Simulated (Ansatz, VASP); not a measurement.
## One calculation of WS2, two programs

The input INCAR:

```
ALGO = Normal
EDIFF = 1E-6
ENCUT = 520
GGA = PS
ISIF = 2
ISMEAR = 0
LASPH = True
LCHARG = False
LREAL = False
LWAVE = False
NBANDS = 20
NELM = 60
PREC = Accurate
SIGMA = 0.02
```

File KPOINTS:

```
k-points
0
Gamma
  12 12 2
```

File POSCAR:

```
WS2
1.0
    3.1457762203      0.0000000000      0.0000000000
   -1.5728881102      2.7243221214      0.0000000000
    0.0000000000      0.0000000000     16.9534210188
W S
1 2
Direct
    0.3333333333      0.6666666667      0.0000000000
    0.6666666667      0.3333333333      0.9075761485
    0.6666666667      0.3333333333      0.0924238515
```

Input for Ansatz:

```yaml
crystal:
  lattice:
    - [3.1457762204, 0.0, 0.0]
    - [-1.5728881102, 2.7243221215, 0.0]
    - [0.0, 0.0, 16.9534209724]
  atoms:
    - { symbol: W, position: [0.3333333333, 0.6666666667, 0.0] }
    - { symbol: S, position: [0.6666666667, 0.3333333333, 0.9075761481] }
    - { symbol: S, position: [0.6666666667, 0.3333333333, 0.0924238519] }
basis:
  ecutwfc: 420
kpoints:
  mp_grid: { grid: [12, 12, 2] }
  band_path: { path: [VBM, CBM], npoints: 2 }
hamiltonian:
  xc: pbesol
scf:
  occupations: { method: gaussian, width: 0.02 }
output:
  forces: false
  stress: false
  eigenvalues: true
checkpoint:
  read: start.run
  write: ck
  compress: false
  write_wavefunctions: false
  write_every: 100000
```

Alike in both runs: task single point; functional PBEsol; k mesh 12 × 12 × 2; occupations gaussian, width 0.02 eV; no spin polarisation.

|  | VASP | Ansatz |
| --- | --- | --- |
| version | VASP 6.6.1 | Ansatz 0.2.0 |
| potentials or method | VASP PAW PBE potentials, release 64 (W_sv, S), cutoff 520 eV | scalar-relativistic, plane waves, PAW |
| valence electrons in the cell | 26 | 26 |

```csv
,VASP,Ansatz,Ansatz less VASP
gap on the k mesh at the Fermi level (eV),1.94,1.94,-0.005
least direct gap on the mesh (eV),1.94,1.94,-0.005
```

VASP's potentials were made for PBE, not for PBEsol.

Neither program's run includes spin-orbit coupling.
